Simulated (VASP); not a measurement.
Wanted: the native input for a VASP 6.6.1 run.

```yaml
Task: single point
Functional: PBEsol
Potentials_or_basis: VASP PAW PBE potentials, release 64 (Sn_d)
Cutoff: 520 eV
k_mesh: 9 × 9 × 9
Occupations: gaussian, width 0.05 eV
Spin: no spin polarisation
Dipole_correction: no
Further_INCAR_settings: ALGO = Normal; EDIFF = 1e-07; NBANDS = 13
```

The structure of Sn lies in POSCAR:

```
Sn
1.0
   -1.8946518192      1.8946518192      1.8946518192
    1.8946518192     -1.8946518192      1.8946518192
    1.8946518192      1.8946518192     -1.8946518192
Sn
1
Direct
    0.0000000000      0.0000000000      0.0000000000
```

These files were run (other wordings do the same):

INCAR

```
  PREC = Accurate
  ENCUT = 520
  EDIFF = 1E-7
  ISMEAR = 0
  SIGMA = 0.05
  LREAL = F
  LASPH = T
  NELM = 100
  ALGO = Normal
  ISIF = 2
  LWAVE = F
  LCHARG = F
  GGA = PS
  NBANDS = 13
```

KPOINTS

```
regular mesh
0
Gamma
  9 9 9
```

Potentials or basis: VASP PAW PBE potentials, release 64 (Sn_d).

The run is started by

```sh
$ cat potpaw_PBE.64/Sn_d/POTCAR > POTCAR
$ mpirun -np 1 vasp_std > vasp.out
```

It gave:

```yaml
Pressure: -2.5 GPa
Band_gap_on_the_k_mesh: zero (band 7 reaches 15.85 eV, above the bottom of band 8 at 5.45 eV)
```

Caveat: the PAW data sets were made with another functional, which shifts forces and pressure a little; spin-orbit coupling is left out, which moves the levels of the heavy elements.

It took 4.6 s on 1 thread of Intel(R) Xeon(R) Platinum 8488C (Sapphire Rapids), with other jobs on the host, peak memory 0.13 GiB.
